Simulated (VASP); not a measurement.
Write the native input for VASP 6.6.1 that does the following.

| Quantity | Value |
| --- | --- |
| Task | single point |
| Functional | LDA |
| Potentials or basis | VASP PAW LDA potentials, release 64 (Cs_sv, H) |
| Cutoff | 520 eV |
| k mesh | 12 × 12 × 12 |
| Occupations | fermi-dirac, width 0.05 eV |
| Spin | no spin polarisation |
| Dipole correction | no |
| Further INCAR settings | ALGO = Normal; EDIFF = 1e-06; NBANDS = 12 |

The structure of CsH (rocksalt type) lies in POSCAR:

```
CsH
1.0
    0.0000000000      2.9207926949      2.9207926949
    2.9207926949      0.0000000000      2.9207926949
    2.9207926949      2.9207926949      0.0000000000
Cs H
1 1
Direct
    0.0000000000      0.0000000000      0.0000000000
    0.5000000000      0.5000000000      0.5000000000
```

This cell differs from its parent crystal: volume scaled by 0.88.

The input as run:

INCAR

```
PREC = Accurate
ENCUT = 520
EDIFF = 1E-6
ISMEAR = -1
SIGMA = 0.05
LREAL = F
LASPH = T
NELM = 60
ALGO = Normal
ISIF = 2
LWAVE = F
LCHARG = T
GGA = CA
LELF = T
LVHAR = T
NBANDS = 12
```

KPOINTS

```
Automatic mesh
0
Gamma
  12 12 12
```

Potentials or basis: VASP PAW LDA potentials, release 64 (Cs_sv, H).

Launch:

```bash
$ cat potpaw_LDA.64/Cs_sv/POTCAR potpaw_LDA.64/H/POTCAR > POTCAR
$ mpirun -np 1 vasp_std > vasp.out
```

It gave:

```yaml
Pressure: 2.1 GPa
Band_gap_on_the_k_mesh: 1.46 eV, direct
```

Caveat: spin-orbit coupling is left out, which moves the levels of the heavy elements.

Run time: 20 s on 1 thread of AMD EPYC 9R45 96-Core Processor (Zen 5) (shared host), peak memory 0.14 GiB.
